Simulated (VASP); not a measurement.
# KF (Pm-3m) in VASP: notebook

The runs below take KF through single point, relaxation of cell and atoms, with PBE.

Program: VASP 6.6.1. These are calculated values, not measurements. Logs are shortened: lines on timing, memory, paths and dates and some standing lists are left out, and cuts for length are marked.

## 1. The cell of the first run

Symmetry: Pm-3m, No. 221, cubic system. The conventional cell has a = 3.259 Å, b = 3.259 Å, c = 3.259 Å, α = 90.00°, β = 90.00°, γ = 90.00°. K (site symmetry m-3m) has 8 F at 2.82 Å and 6 K at 3.26 Å within 3.7 Å. Within 3.7 Å of F (site symmetry m-3m) lie 8 K at 2.82 Å and 6 F at 3.26 Å.

## 2. Single point, PBE

The input, INCAR:

```
PREC = Accurate
ENCUT = 520
EDIFF = 1E-6
ISMEAR = 0
SIGMA = 0.1
LREAL = F
LASPH = T
NELM = 60
ALGO = Normal
ISIF = 2
LWAVE = F
LCHARG = T
GGA = PE
LELF = T
LVHAR = T
NBANDS = 15
```

The input, KPOINTS:

```
regular mesh
0
Gamma
  6 6 6
```

The input, POSCAR:

```
KF
1.0
    3.2589550000      0.0000000000      0.0000000000
    0.0000000000      3.2589550000      0.0000000000
    0.0000000000      0.0000000000      3.2589550000
K F
1 1
Direct
    0.0000000000      0.0000000000      0.0000000000
    0.5000000000      0.5000000000      0.5000000000
```

Potentials or basis: VASP PAW PBE potentials, release 64 (K_sv, F).

Command:

```bash
$ cat potpaw_PBE.64/K_sv/POTCAR potpaw_PBE.64/F/POTCAR > POTCAR
$ mpirun -np 1 vasp_std > vasp.out
```

OUTCAR:

```text
PREC = Accurate
   ENCUT = 520
   EDIFF = 1E-6
   ISMEAR = 0
   LREAL = F
   LASPH = T
   NELM = 60
   ISIF = 2
   GGA = PE

 ion  position               nearest neighbor table
   1  0.000  0.000  0.000-   2 2.82   2 2.82   2 2.82   2 2.82   2 2.82   2 2.82   2 2.82   2 2.82

   2  0.500  0.500  0.500-   1 2.82   1 2.82   1 2.82   1 2.82   1 2.82   1 2.82   1 2.82   1 2.82

  LATTYP: Found a simple cubic cell.
 ALAT       =     3.2589550000

  Lattice vectors:

 A1 = (   3.2589550000,   0.0000000000,   0.0000000000)
 A2 = (   0.0000000000,   3.2589550000,   0.0000000000)
 A3 = (   0.0000000000,   0.0000000000,   3.2589550000)

Analysis of symmetry for initial positions (statically):
=====================================================================
 Subroutine PRICEL returns:
 Original cell was already a primitive cell.

 Routine SETGRP: Setting up the symmetry group for a
 simple cubic supercell.

 Subroutine GETGRP returns: Found 48 space group operations
 (whereof 48 operations were pure point group operations)
 out of a pool of 48 trial point group operations.

The static configuration has the point symmetry O_h .

Analysis of symmetry for dynamics (positions and initial velocities):
=====================================================================
 Subroutine PRICEL returns:
 Original cell was already a primitive cell.

 Routine SETGRP: Setting up the symmetry group for a
 simple cubic supercell.

 Subroutine GETGRP returns: Found 48 space group operations
 (whereof 48 operations were pure point group operations)
 out of a pool of 48 trial point group operations.

The dynamic configuration has the point symmetry O_h .

 Subroutine INISYM returns: Found 48 space group operations
 (whereof 48 operations are pure point group operations),
 and found     1 'primitive' translations

----------------------------------------------------------------------------------------

                                     Primitive cell

  volume of cell :      34.6127

  direct lattice vectors                    reciprocal lattice vectors
     3.258955000  0.000000000  0.000000000     0.306846827  0.000000000  0.000000000
     0.000000000  3.258955000  0.000000000     0.000000000  0.306846827  0.000000000
     0.000000000  0.000000000  3.258955000     0.000000000  0.000000000  0.306846827

  length of vectors
[... 85 lines left out ...]
   POTIM  = 0.5000    time-step for ionic-motion
   TEBEG  =    0.0;   TEEND  =   0.0 temperature during run
   PSTRESS=    0.0 pullay stress
   NELECT =      16.0000    total number of electrons
   NUPDOWN=      -1.0000    fix difference up-down
   EMIN   =  10.00;   EMAX   =-10.00  energy-range for DOS
   EFERMI =   0.00;   METHOD = LEGACY
   ISMEAR =     0;   SIGMA  =   0.10  broadening in eV -4-tet -1-fermi 0-gaus
   EFERMI_NEDOS =   21; number of points for ismear=-14 and -15
   IALGO  =     38    algorithm
   IMIX   =      4    mixing-type and parameters
     AMIX     =   0.40;   BMIX     =  1.00
     AMIX_MAG =   1.60;   BMIX_MAG =  1.00
  volume/ion in A,a.u.               =      17.31       116.79
  Fermi-wavevector in a.u.,A,eV,Ry     =   1.265814  2.392041 21.800402  1.602284
  Thomas-Fermi vector in A             =   2.399047
   LORBIT       =      0    0 simple, 1 ext, 2 COOP (PROOUT), +10 PAW based schemes
   GGA     = PE    functional components
   LHFCALC =     F    Hartree Fock is set to
   AEXX    =    0.0000 exact exchange contribution
   IVDW    =     0    specifies the selected vdW correction
   LEPSILON=     F    determine dielectric tensor
   LRPA    =     F    only Hartree local field effects (RPA)
 non-spin polarized calculation
 Gauss-broadening in eV      SIGMA  =   0.10
  energy-cutoff  :      520.00
  volume of cell :       34.61
 maximum number of plane-waves:       952
   NGX = 13   NGY = 13   NGZ = 13

 number of electron      15.9999992 magnetization

 Free energy of the ion-electron system (eV)
  ---------------------------------------------------
  ext. energy  EPLUGINS =         0.00000000
  ---------------------------------------------------
  free energy    TOTEN  =        -8.09353916 eV

  energy without entropy =       -8.09353916  energy(sigma->0) =       -8.09353916

 E-fermi :  -1.5698     XC(G=0):  -9.0242

 val. band max:       -2.0356005091   @ k =   0.5000   0.5000   0.0000
 cond. band min:       4.2204876451   @ k =   0.0000   0.0000   0.0000
 fundamental gap:      6.2560881541
 Fermi energy:        -1.5697771729

 k-point     1 :       0.0000    0.0000    0.0000
  band No.  band energies     occupation
      1     -29.0574      2.00000
      2     -20.9351      2.00000
      3     -12.0891      2.00000
      4     -12.0891      2.00000
      5     -12.0891      2.00000
      6      -2.0879      2.00000
      7      -2.0879      2.00000
      8      -2.0879      2.00000
      9       4.2205      0.00000
     10       6.2533      0.00000
     11       6.2533      0.00000
     12      11.7796      0.00000
     13      11.7796      0.00000
     14      11.7796      0.00000
[... 329 lines left out ...]
      2     -20.7692      2.00000
      3     -12.6625      2.00000
      4     -12.6625      2.00000
      5     -12.6625      2.00000
      6      -3.0657      2.00000
      7      -3.0657      2.00000
      8      -3.0657      2.00000
      9       8.3907      0.00000
     10       8.3907      0.00000
     11       8.3907      0.00000
     12      13.1632      0.00000
     13      13.1632      0.00000
     14      13.1632      0.00000
     15      13.4649      0.00000

------------------------ aborting loop because EDIFF is reached ----------------------------------------

  FORCE on cell =-STRESS in cart. coord.  units (eV):
  Direction    XX          YY          ZZ          XY          YZ          ZX
  --------------------------------------------------------------------------------------
  -------------------------------------------------------------------------------------
  Total       -0.0015651     -0.0015651     -0.0015651      0.0000000      0.0000000      0.0000000
  in kB       -0.0724443     -0.0724443     -0.0724443      0.0000000      0.0000000      0.0000000
  external PRESSURE =      -0.0724443 kB  Pullay stress =       0.0000000 kB

 VOLUME and BASIS-vectors are now :
 -----------------------------------------------------------------------------
  energy-cutoff  :      520.00
  volume of cell :       34.61
      direct lattice vectors                 reciprocal lattice vectors
     3.258955000  0.000000000  0.000000000     0.306846827  0.000000000  0.000000000
     0.000000000  3.258955000  0.000000000     0.000000000  0.306846827  0.000000000
     0.000000000  0.000000000  3.258955000     0.000000000  0.000000000  0.306846827

 POSITION                                       TOTAL-FORCE (eV/Angst)
 -----------------------------------------------------------------------------------
      0.00000      0.00000      0.00000         0.000000      0.000000      0.000000
      1.62948      1.62948      1.62948         0.000000      0.000000      0.000000
 -----------------------------------------------------------------------------------
    total drift:                                0.000000      0.000000     -0.000000

  FREE ENERGIE OF THE ION-ELECTRON SYSTEM (eV)
  ---------------------------------------------------
  free  energy   TOTEN  =        -8.0935391633 eV

  energy  without entropy=       -8.0935391633  energy(sigma->0) =       -8.09353916
```

OSZICAR:

```text
N       E                     dE             d eps       ncg     rms          rms(c)
DAV:   1     0.110647676248E+03    0.11065E+03   -0.84034E+03   600   0.105E+03
DAV:   2    -0.489679632783E+01   -0.11554E+03   -0.10744E+03   797   0.290E+02
DAV:   3    -0.920957270752E+01   -0.43128E+01   -0.42990E+01   763   0.486E+01
DAV:   4    -0.931429501031E+01   -0.10472E+00   -0.10471E+00   868   0.700E+00
DAV:   5    -0.931580978980E+01   -0.15148E-02   -0.15148E-02   793   0.678E-01    0.596E+00
DAV:   6    -0.816463225504E+01    0.11512E+01   -0.28129E+00   649   0.134E+01    0.377E+00
DAV:   7    -0.811810133848E+01    0.46531E-01   -0.63479E-02   720   0.224E+00    0.199E+00
DAV:   8    -0.809260429079E+01    0.25497E-01   -0.42254E-02   698   0.213E+00    0.271E-01
DAV:   9    -0.809330299347E+01   -0.69870E-03   -0.26534E-03   745   0.508E-01    0.112E-01
DAV:  10    -0.809350897982E+01   -0.20599E-03   -0.36152E-04   717   0.187E-01    0.813E-02
DAV:  11    -0.809354278584E+01   -0.33806E-04   -0.46794E-05   720   0.735E-02    0.175E-02
DAV:  12    -0.809353930878E+01    0.34771E-05   -0.74458E-06   767   0.327E-02    0.311E-03
DAV:  13    -0.809353916333E+01    0.14545E-06   -0.73214E-07   518   0.868E-03
   1 F= -.80935392E+01 E0= -.80935392E+01  d E =-.320452E-12
```

stdout:

```text
POSCAR found type information on POSCAR K F
 POSCAR found :  2 types and       2 ions
 scaLAPACK will be used
 LDA part: xc-table for (Slater+PW92), standard interpolation
 POSCAR, INCAR and KPOINTS ok, starting setup
 FFT: planning ... GRIDC
 FFT: planning ... GRID_SOFT
 FFT: planning ... GRID
 WAVECAR not read
 entering main loop
```

It took 4.4 s on 1 thread of Intel Xeon Platinum 8488C (Sapphire Rapids), shared host; peak memory 0.14 GiB.

What came out:

| Property | Result |
| --- | --- |
| Free energy | -8.0935 eV |
| Pressure | 0.0 GPa |
| Band gap on the k mesh | 6.26 eV (least direct gap 6.31 eV) |

A k mesh can miss the band edges.

[end of part 1 of 2]
